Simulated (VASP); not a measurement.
BN, 4 atoms in the cell. It takes space group P6_3mc (No. 186, hexagonal). The conventional cell has a = 2.536 Å, b = 2.536 Å, c = 4.199 Å, α = 90.00°, β = 90.00°, γ = 120.00°. Within 2.1 Å of B (site symmetry 3m) lie 4 N at 1.56 to 1.57 Å. N (site symmetry 3m) has 4 B at 1.56 to 1.57 Å within 2.1 Å. 

| Quantity | Value |
| --- | --- |
| Program | VASP 6.6.1 |
| Task | relaxation of shape and atoms at fixed volume |
| Functional | PBE |
| Potentials or basis | VASP PAW PBE potentials, release 64 (B, N) |
| Cutoff | 600 eV |
| k mesh | 12 × 12 × 6 |
| Occupations | gaussian, width 0.01 eV |
| Spin | no spin polarisation |
| Dipole correction | no |
| Further INCAR settings | ALGO = Normal; EDIFF = 1e-07; IBRION = 2; EDIFFG = -0.01; NSW = 80; ISIF = 4 |

Potentials or basis: VASP PAW PBE potentials, release 64 (B, N).

The run is started by

```bash
$ cat potpaw_PBE.64/B/POTCAR potpaw_PBE.64/N/POTCAR > POTCAR
$ mpirun -np 1 vasp_std > vasp.out
```

Hardware: 1 thread of Intel Xeon 6975P-C, with other jobs on the host.

**Question.** How long does it take, and how much memory?

**Answer.** It took 28 s on 1 thread of Intel Xeon 6975P-C, with other jobs on the host, peak memory 0.15 GiB. Counts: scf iterations 26, k points 76, ion steps 3.
